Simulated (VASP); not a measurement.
Set up this calculation in VASP 6.6.1, as the native input.

* Task: single point
* Functional: PBE0
* Potentials or basis: VASP PAW PBE potentials, release 64 (Ru_pv, Al)
* Cutoff: 520 eV
* k mesh: 6 × 6 × 6
* Occupations: fermi-dirac, width 0.05 eV
* Spin: no spin polarisation
* Dipole correction: no
* Grid for exact exchange (PRECFOCK): Normal
* Further INCAR settings: ALGO = Normal; EDIFF = 1e-06; NBANDS = 16
* Share of exact exchange: 0.25

Crystal: AlRu.

```xyz
2
Lattice="2.9512 0.0000 0.0000 0.0000 2.9512 0.0000 0.0000 0.0000 2.9512" Properties=species:S:1:pos:R:3 pbc="T T T"
Ru    1.4756    1.4756    1.4756
Al    0.0000    0.0000    0.0000
```

These files were run (other wordings do the same):

POSCAR

```
AlRu
1.0
    2.9511680166      0.0000000000      0.0000000000
    0.0000000000      2.9511680166      0.0000000000
    0.0000000000      0.0000000000      2.9511680166
Ru Al
1 1
Direct
    0.5000000000      0.5000000000      0.5000000000
    0.0000000000      0.0000000000      0.0000000000
```

INCAR.step1

```
SYSTEM = AlRu
PREC = Accurate
ENCUT = 520
EDIFF = 1E-5
ISMEAR = -1
SIGMA = 0.05
LREAL = .False.
LASPH = .True.
NELM = 100
ALGO = Normal
ISIF = 2
LWAVE = .True.
LCHARG = .False.
NBANDS = 16
GGA = PE
```

INCAR.step2

```
SYSTEM = AlRu
PREC = Accurate
ENCUT = 520
EDIFF = 1E-6
ISMEAR = -1
SIGMA = 0.05
LREAL = .False.
LASPH = .True.
NELM = 100
ALGO = Normal
ISIF = 2
LWAVE = .False.
LCHARG = .False.
GGA = PE
LHFCALC = .True.
AEXX = 0.25
PRECFOCK = Normal
NBANDS = 16
ISTART = 1
```

KPOINTS

```
regular mesh
0
Gamma
  6 6 6
  0 0 0
```

Potentials or basis: VASP PAW PBE potentials, release 64 (Ru_pv, Al).

Launch:

```console
$ cat potpaw_PBE.64/Ru_pv/POTCAR potpaw_PBE.64/Al/POTCAR > POTCAR
$ cp INCAR.step1 INCAR
$ mpirun -np 1 vasp_std > vasp.out
$ cp INCAR.step2 INCAR
$ mpirun -np 1 vasp_std > vasp.out
```

It gave:

```
Pressure               : 4.9 GPa
Band gap on the k mesh : zero (an odd number of electrons rules out a gap without spin polarisation)
```

Caveat: the cell stands under pressure; the PAW data sets were made with another functional, which shifts forces and pressure a little.

Run time: 28 min on 1 thread of Intel(R) Xeon(R) Platinum 8488C (Sapphire Rapids) (shared host), peak memory 0.16 GiB.
